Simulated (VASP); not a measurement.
# Hg (Im-3m) in VASP: further runs

The runs below take Hg through single point, with PBEsol.

Everything below comes from runs of VASP 6.6.1. Logs are shortened: lines on timing, memory, paths and dates and some standing lists are left out, and cuts for length are marked.

### Step 1. The cell of the first run

Symmetry: Im-3m, No. 229, cubic system. Conventional cell: a = 2.918 Å, b = 2.918 Å, c = 2.918 Å, α = 90.00°, β = 90.00°, γ = 90.00°. Hg (site symmetry m-3m) has 14 Hg at 2.53 to 2.92 Å within 3.3 Å.

### Step 2. Single point, PBEsol (12.42 Å³/atom)

The input, INCAR:

```
ALGO = Normal ; EDIFF = 1E-7
ENCUT = 520 ; GGA = PS
ISIF = 2 ; ISMEAR = -1
LASPH = True ; LCHARG = False
LREAL = False ; LWAVE = False
NBANDS = 12 ; NELM = 80
PREC = Accurate ; SIGMA = 0.08
```

The input, KPOINTS:

```
k-points
0
Gamma
  15 15 15
```

The input, POSCAR:

```
Hg
1.0
   -1.4590335758      1.4590335758      1.4590335758
    1.4590335758     -1.4590335758      1.4590335758
    1.4590335758      1.4590335758     -1.4590335758
Hg
1
Direct
    0.0000000000      0.0000000000      0.0000000000
```

Potentials or basis: VASP PAW PBE potentials, release 64 (Hg).

On the command line:

```console
$ cat potpaw_PBE.64/Hg/POTCAR > POTCAR
$ mpirun -np 1 vasp_std > vasp.out
```

OUTCAR:

```text
EDIFF = 1E-7
   ENCUT = 520
   GGA = PS
   ISIF = 2
   ISMEAR = -1
   LASPH = True
   LREAL = False
   NELM = 80
   PREC = Accurate

 ion  position               nearest neighbor table
   1  0.000  0.000  0.000-

  LATTYP: Found a body centered cubic cell.
 ALAT       =     2.9180671516

  Lattice vectors:

 A1 = (  -1.4590335758,   1.4590335758,   1.4590335758)
 A2 = (   1.4590335758,  -1.4590335758,   1.4590335758)
 A3 = (   1.4590335758,   1.4590335758,  -1.4590335758)

Analysis of symmetry for initial positions (statically):
=====================================================================
 Subroutine PRICEL returns:
 Original cell was already a primitive cell.

 Routine SETGRP: Setting up the symmetry group for a
 body centered cubic supercell.

 Subroutine GETGRP returns: Found 48 space group operations
 (whereof 48 operations were pure point group operations)
 out of a pool of 48 trial point group operations.

The static configuration has the point symmetry O_h .

Analysis of symmetry for dynamics (positions and initial velocities):
=====================================================================
 Subroutine PRICEL returns:
 Original cell was already a primitive cell.

 Routine SETGRP: Setting up the symmetry group for a
 body centered cubic supercell.

 Subroutine GETGRP returns: Found 48 space group operations
 (whereof 48 operations were pure point group operations)
 out of a pool of 48 trial point group operations.

The dynamic configuration has the point symmetry O_h .

 Subroutine INISYM returns: Found 48 space group operations
 (whereof 48 operations are pure point group operations),
 and found     1 'primitive' translations

----------------------------------------------------------------------------------------

                                     Primitive cell

  volume of cell :      12.4238

  direct lattice vectors                    reciprocal lattice vectors
    -1.459033576  1.459033576  1.459033576     0.000000000  0.342692593  0.342692593
     1.459033576 -1.459033576  1.459033576     0.342692593  0.000000000  0.342692593
     1.459033576  1.459033576 -1.459033576     0.342692593  0.342692593  0.000000000

  length of vectors
     2.527120283  2.527120283  2.527120283     0.484640513  0.484640513  0.484640513

  position of ions in fractional coordinates (direct lattice)
     0.000000000  0.000000000  0.000000000
[... 81 lines left out ...]
   NFREE  =      0    steps in history (QN), initial steepest desc. (CG)
   ISIF   =      2    stress and relaxation
   ISYM   =      2    0-nonsym 1-usesym 2-fastsym
   POTIM  = 0.5000    time-step for ionic-motion
   TEBEG  =    0.0;   TEEND  =   0.0 temperature during run
   PSTRESS=    0.0 pullay stress
   NELECT =      12.0000    total number of electrons
   NUPDOWN=      -1.0000    fix difference up-down
   EMIN   =  10.00;   EMAX   =-10.00  energy-range for DOS
   EFERMI =   0.00;   METHOD = LEGACY
   ISMEAR =    -1;   SIGMA  =   0.08  broadening in eV -4-tet -1-fermi 0-gaus
   EFERMI_NEDOS =   21; number of points for ismear=-14 and -15
   IALGO  =     38    algorithm
   IMIX   =      4    mixing-type and parameters
     AMIX     =   0.40;   BMIX     =  1.00
     AMIX_MAG =   1.60;   BMIX_MAG =  1.00
  volume/ion in A,a.u.               =      12.42        83.84
  Fermi-wavevector in a.u.,A,eV,Ry     =   1.618266  3.058080 35.630740  2.618785
  Thomas-Fermi vector in A             =   2.712557
   LORBIT       =      0    0 simple, 1 ext, 2 COOP (PROOUT), +10 PAW based schemes
   GGA     = PS    functional components
   LHFCALC =     F    Hartree Fock is set to
   AEXX    =    0.0000 exact exchange contribution
   IVDW    =     0    specifies the selected vdW correction
   LEPSILON=     F    determine dielectric tensor
   LRPA    =     F    only Hartree local field effects (RPA)
 non-spin polarized calculation
  energy-cutoff  :      520.00
  volume of cell :       12.42
 maximum number of plane-waves:       358
   NGX =  9   NGY =  9   NGZ =  9

 number of electron      11.9999998 magnetization

 Free energy of the ion-electron system (eV)
  ---------------------------------------------------
  ext. energy  EPLUGINS =         0.00000000
  ---------------------------------------------------
  free energy    TOTEN  =         3.11844936 eV

  energy without entropy =        3.12532513  energy(sigma->0) =        3.12188724

 E-fermi :  11.9894     XC(G=0): -14.8491

 val. band max:       11.9816177356   @ k =  -0.4000  -0.4667   0.2667
 cond. band min:      11.9896006365   @ k =   0.3333   0.2000   0.1333
 fundamental gap:      0.0079829009
 Fermi energy:        11.9894484995

 k-point     1 :       0.0000    0.0000    0.0000
  band No.  band energies     occupation
      1      -6.2158      2.00000
      2      -0.6038      2.00000
      3      -0.6038      2.00000
      4      -0.6038      2.00000
      5       2.2231      2.00000
      6       2.2231      2.00000
      7      26.5158      0.00000
      8      26.5158      0.00000
      9      26.5158      0.00000
     10      36.4709      0.00000
     11      36.4709      0.00000
     12      38.2210      0.00000
[... 331 lines left out ...]
 k-point    24 :       0.4000    0.2000    0.0000
  band No.  band energies     occupation
      1      -2.8445      2.00000
      2      -1.7362      2.00000
      3       0.6573      2.00000
      4       2.0607      2.00000
      5       3.0799      2.00000
      6       9.7864      2.00000
      7      11.7107      1.94049
      8      18.3181      0.00000
      9      23.8286      0.00000
     10      32.4032      0.00000
     11      34.0221      0.00000
     12      39.2468      0.00000

 [... further k-points ...]

------------------------ aborting loop because EDIFF is reached ----------------------------------------

  FORCE on cell =-STRESS in cart. coord.  units (eV):
  Direction    XX          YY          ZZ          XY          YZ          ZX
  --------------------------------------------------------------------------------------
  -------------------------------------------------------------------------------------
  Total       16.9345491     16.9345491     16.9345491     -0.0000000     -0.0000000      0.0000000
  in kB     2183.8779789   2183.8779789   2183.8779789     -0.0000000     -0.0000000      0.0000000
  external PRESSURE =    2183.8779789 kB  Pullay stress =       0.0000000 kB

 VOLUME and BASIS-vectors are now :
 -----------------------------------------------------------------------------
  energy-cutoff  :      520.00
  volume of cell :       12.42
      direct lattice vectors                 reciprocal lattice vectors
    -1.459033576  1.459033576  1.459033576     0.000000000  0.342692593  0.342692593
     1.459033576 -1.459033576  1.459033576     0.342692593  0.000000000  0.342692593
     1.459033576  1.459033576 -1.459033576     0.342692593  0.342692593  0.000000000

 POSITION                                       TOTAL-FORCE (eV/Angst)
 -----------------------------------------------------------------------------------
      0.00000      0.00000      0.00000         0.000000     -0.000000     -0.000000
 -----------------------------------------------------------------------------------
    total drift:                                0.000000     -0.000000      0.000000

  FREE ENERGIE OF THE ION-ELECTRON SYSTEM (eV)
  ---------------------------------------------------
  free  energy   TOTEN  =         3.1184493554 eV

  energy  without entropy=        3.1253251254  energy(sigma->0) =        3.12188724
```

OSZICAR:

```text
N       E                     dE             d eps       ncg     rms          rms(c)
DAV:   1     0.783245332378E+02    0.78325E+02   -0.72212E+03  3152   0.108E+03
DAV:   2     0.394476780941E+01   -0.74380E+02   -0.70898E+02  3252   0.261E+02
DAV:   3     0.299014864893E+01   -0.95462E+00   -0.95401E+00  3340   0.308E+01
DAV:   4     0.298936309134E+01   -0.78556E-03   -0.78554E-03  3224   0.893E-01
DAV:   5     0.298936251399E+01   -0.57735E-06   -0.57528E-06  3280   0.230E-02    0.298E+01
DAV:   6     0.307471024482E+01    0.85348E-01   -0.40776E-02  3272   0.253E+00    0.179E+01
DAV:   7     0.311762486648E+01    0.42915E-01   -0.32333E-02  3220   0.201E+00    0.428E-01
DAV:   8     0.311845710842E+01    0.83224E-03   -0.36894E-03  3228   0.867E-01    0.332E-02
DAV:   9     0.311845197420E+01   -0.51342E-05   -0.76460E-06  3152   0.293E-02    0.137E-02
DAV:  10     0.311844928573E+01   -0.26885E-05   -0.19567E-06  3316   0.132E-02    0.180E-03
DAV:  11     0.311844935545E+01    0.69723E-07   -0.39403E-08  2000   0.172E-03
   1 F= 0.31184494E+01 E0= 0.31218872E+01  d E =-.687577E-02
```

stdout:

```text
POSCAR found type information on POSCAR Hg
 POSCAR found :  1 types and       1 ions
 scaLAPACK will be used
 -----------------------------------------------------------------------------
|                                                                             |
|                                                                             |
|     You enforced a specific xc type in the INCAR file but a different       |
|     I HOPE YOU KNOW WHAT YOU ARE DOING!                                     |
|                                                                             |
 -----------------------------------------------------------------------------

 LDA part: xc-table for (Slater+PW92), standard interpolation
 POSCAR, INCAR and KPOINTS ok, starting setup
 FFT: planning ... GRIDC
 FFT: planning ... GRID_SOFT
 FFT: planning ... GRID
 WAVECAR not read
 entering main loop
```

Wall time 25 s (1 thread of Intel Xeon 8259CL, shared host); peak memory 0.14 GiB.

Results:

| Item | Value |
| --- | --- |
| Free energy | 3.1184 eV |
| Pressure | 218.4 GPa |
| Band gap on the k mesh | zero (bands 6 and 7 overlap by 2.23 eV) |

Caveat: the cell stands under pressure; the PAW data sets were made with another functional, which shifts forces and pressure a little; spin-orbit coupling is left out, which moves the levels of the heavy elements.

### Step 3. Single point, PBEsol (12.42 Å³/atom)

The input, INCAR:

```
SYSTEM = Hg
PREC = Accurate
ENCUT = 520
EDIFF = 1E-6
ISMEAR = -1
SIGMA = 0.08
LREAL = .FALSE.
LASPH = .TRUE.
NELM = 60
ALGO = Normal
ISIF = 2
LWAVE = .FALSE.
LCHARG = .TRUE.
GGA = PS
LELF = .TRUE.
LVHAR = .TRUE.
NBANDS = 12
```

The input, KPOINTS:

```
Automatic mesh
0
G
  15 15 15
  0 0 0
```

POSCAR is that of step 2.

Potentials or basis: VASP PAW PBE potentials, release 64 (Hg).

On the command line:

```console
$ cat potpaw_PBE.64/Hg/POTCAR > POTCAR
$ mpirun -np 1 vasp_std > vasp.out
```

Run time: 24 s. Hardware: 1 thread of Intel Xeon 8259CL, shared host; peak memory 0.14 GiB.

It converged, with:

```yaml
Free_energy: 3.1184 eV
Pressure: 218.4 GPa
Band_gap_on_the_k_mesh: zero (bands 6 and 7 overlap by 2.23 eV)
```

Levels at points of the mesh, in eV from the Fermi level:
```tsv
k point	band 4	band 5	band 6	band 7	band 8	band 9
(0.00, 0.00, 0.00)	-12.59	-9.77	-9.77	14.53	14.53	14.53
```

Caveat: the cell stands under pressure; the PAW data sets were made with another functional, which shifts forces and pressure a little; spin-orbit coupling is left out, which moves the levels of the heavy elements.

### Step 4. Single point, PBEsol (14.34 Å³/atom)

This run uses another cell than the first one, of 14.34 Å³/atom.

The input, INCAR:

```
SYSTEM = Hg
PREC = Accurate ; ENCUT = 520
EDIFF = 1E-7 ; ISMEAR = -1
SIGMA = 0.08 ; LREAL = .False.
LASPH = .True. ; NELM = 80
ALGO = Normal ; ISIF = 2
LWAVE = .False. ; LCHARG = .False.
GGA = PS ; NBANDS = 12
```

The input, KPOINTS:

```
regular mesh
0
Gamma
  15 15 15
  0 0 0
```

The input, POSCAR:

```
Hg
1.0
   -1.5303164795      1.5303164795      1.5303164795
    1.5303164795     -1.5303164795      1.5303164795
    1.5303164795      1.5303164795     -1.5303164795
Hg
1
Direct
    0.0000000000      0.0000000000      0.0000000000
```

Potentials or basis: VASP PAW PBE potentials, release 64 (Hg).

On the command line:

```console
$ cat potpaw_PBE.64/Hg/POTCAR > POTCAR
$ mpirun -np 1 vasp_std > vasp.out
```

OUTCAR:

```text
SYSTEM = Hg
   PREC = Accurate
   ENCUT = 520
   EDIFF = 1E-7
   ISMEAR = -1
   LREAL = .False.
   LASPH = .True.
   NELM = 80
   ISIF = 2
   GGA = PS

 ion  position               nearest neighbor table
   1  0.000  0.000  0.000-

  LATTYP: Found a body centered cubic cell.
 ALAT       =     3.0606329590

  Lattice vectors:

 A1 = (  -1.5303164795,   1.5303164795,   1.5303164795)
 A2 = (   1.5303164795,  -1.5303164795,   1.5303164795)
 A3 = (   1.5303164795,   1.5303164795,  -1.5303164795)

Analysis of symmetry for initial positions (statically):
=====================================================================
 Subroutine PRICEL returns:
 Original cell was already a primitive cell.

 Routine SETGRP: Setting up the symmetry group for a
 body centered cubic supercell.

 Subroutine GETGRP returns: Found 48 space group operations
 (whereof 48 operations were pure point group operations)
 out of a pool of 48 trial point group operations.

The static configuration has the point symmetry O_h .

Analysis of symmetry for dynamics (positions and initial velocities):
[... 164 lines left out ...]
  band No.  band energies     occupation
      1      -6.4007      2.00000
      2      -1.6638      2.00000
      3      -1.6638      2.00000
      4      -1.6638      2.00000
      5       0.5695      2.00000
      6       0.5695      2.00000
      7      24.2555      0.00000
      8      24.2555      0.00000
      9      24.2555      0.00000
     10      32.6193      0.00000
     11      32.6193      0.00000
     12      32.9120      0.00000
[... 331 lines left out ...]
 k-point    24 :       0.4000    0.2000    0.0000
  band No.  band energies     occupation
      1      -3.3973      2.00000
      2      -2.5086      2.00000
      3      -0.5543      2.00000
      4       0.4310      2.00000
      5       1.2275      2.00000
      6       7.4854      2.00000
      7       8.7007      1.96396
      8      15.3034      0.00000
      9      20.7510      0.00000
     10      28.6781      0.00000
     11      30.6753      0.00000
     12      34.6894      0.00000

 [... further k-points ...]

------------------------ aborting loop because EDIFF is reached ----------------------------------------

  FORCE on cell =-STRESS in cart. coord.  units (eV):
  Direction    XX          YY          ZZ          XY          YZ          ZX
  --------------------------------------------------------------------------------------
  -------------------------------------------------------------------------------------
  Total        9.8056840      9.8056840      9.8056840     -0.0000000     -0.0000000     -0.0000000
  in kB     1095.9348059   1095.9348059   1095.9348059     -0.0000000     -0.0000000     -0.0000000
  external PRESSURE =    1095.9348059 kB  Pullay stress =       0.0000000 kB

 VOLUME and BASIS-vectors are now :
 -----------------------------------------------------------------------------
  energy-cutoff  :      520.00
  volume of cell :       14.34
      direct lattice vectors                 reciprocal lattice vectors
    -1.530316479  1.530316479  1.530316479     0.000000000  0.326729802  0.326729802
     1.530316479 -1.530316479  1.530316479     0.326729802  0.000000000  0.326729802
     1.530316479  1.530316479 -1.530316479     0.326729802  0.326729802  0.000000000

 POSITION                                       TOTAL-FORCE (eV/Angst)
 -----------------------------------------------------------------------------------
      0.00000      0.00000      0.00000        -0.000000      0.000000      0.000000
 -----------------------------------------------------------------------------------
    total drift:                                0.000000     -0.000000      0.000000

  FREE ENERGIE OF THE ION-ELECTRON SYSTEM (eV)
  ---------------------------------------------------
  free  energy   TOTEN  =         1.2354417915 eV

  energy  without entropy=        1.2400731441  energy(sigma->0) =        1.23775747
```

Run time: 23 s. Hardware: 1 thread of Intel Xeon 8259CL, shared host; peak memory 0.14 GiB.

What came out:

```
Free energy            : 1.2354 eV
Pressure               : 109.6 GPa
Band gap on the k mesh : zero (bands 6 and 7 overlap by 2.68 eV)
```

Levels at points of the mesh, in eV from the Fermi level:
| k point | band 4 | band 5 | band 6 | band 7 | band 8 | band 9 |
| --- | --- | --- | --- | --- | --- | --- |
| (0.00, 0.00, 0.00) | -10.68 | -8.45 | -8.45 | 15.23 | 15.23 | 15.23 |

Caveat: the cell stands under pressure; the PAW data sets were made with another functional, which shifts forces and pressure a little; spin-orbit coupling is left out, which moves the levels of the heavy elements.

(Continued in part 2 of 2.)
